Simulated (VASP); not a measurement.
Set up this calculation in VASP 6.6.1, as the native input.

```
Task                   : single point
Functional             : PBE
Potentials or basis    : VASP PAW PBE potentials, release 64 (K_sv, F)
Cutoff                 : 520 eV
k mesh                 : 6 × 6 × 4
Occupations            : gaussian, width 0.01 eV
Spin                   : no spin polarisation
Dipole correction      : no
Further INCAR settings : ALGO = Normal; EDIFF = 1e-07; NBANDS = 24
```

The structure of KF lies in POSCAR:

```
KF
1.0
    4.4850022250      0.0000000000      0.0000000000
   -2.2425011125      3.8841258628      0.0000000000
    0.0000000000      0.0000000000      5.2712956172
K F
2 2
Direct
    0.3333333333      0.6666666667     -0.0625000000
    0.6666666667      0.3333333333      0.4375000000
    0.3333333333      0.6666666667      0.4375000000
    0.6666666667      0.3333333333      0.9375000000
```

The input as run:

INCAR

```
SYSTEM = KF
PREC     = Accurate       ! precision mode
ENCUT    = 520            ! plane-wave cutoff, eV
EDIFF    = 1E-7           ! SCF threshold, eV
ISMEAR   = 0              ! smearing method
SIGMA    = 0.01           ! smearing width, eV
LREAL    = .False.        ! projectors in reciprocal space
LASPH    = .True.         ! aspherical terms in the spheres
NELM     = 60             ! most SCF steps
ALGO     = Normal         ! electronic algorithm
ISIF     = 2              ! what is computed and relaxed
LWAVE    = .False.        ! write WAVECAR
LCHARG   = .False.        ! write CHGCAR
GGA      = PE             ! functional
NBANDS   = 24             ! bands
```

KPOINTS

```
regular mesh
0
Gamma
  6 6 4
  0 0 0
```

Potentials or basis: VASP PAW PBE potentials, release 64 (K_sv, F).

The run is started by

```bash
$ cat potpaw_PBE.64/K_sv/POTCAR potpaw_PBE.64/F/POTCAR > POTCAR
$ mpirun -np 1 vasp_std > vasp.out
```

Results of the run:

```yaml
Pressure: 1.3 GPa
Band_gap_on_the_k_mesh: 5.37 eV, direct
```

Run time: 60 s on 1 thread of Intel(R) Xeon(R) Platinum 8259CL CPU @ 2.50GHz (Skylake/Cascade Lake), with other jobs on the host, peak memory 0.22 GiB.
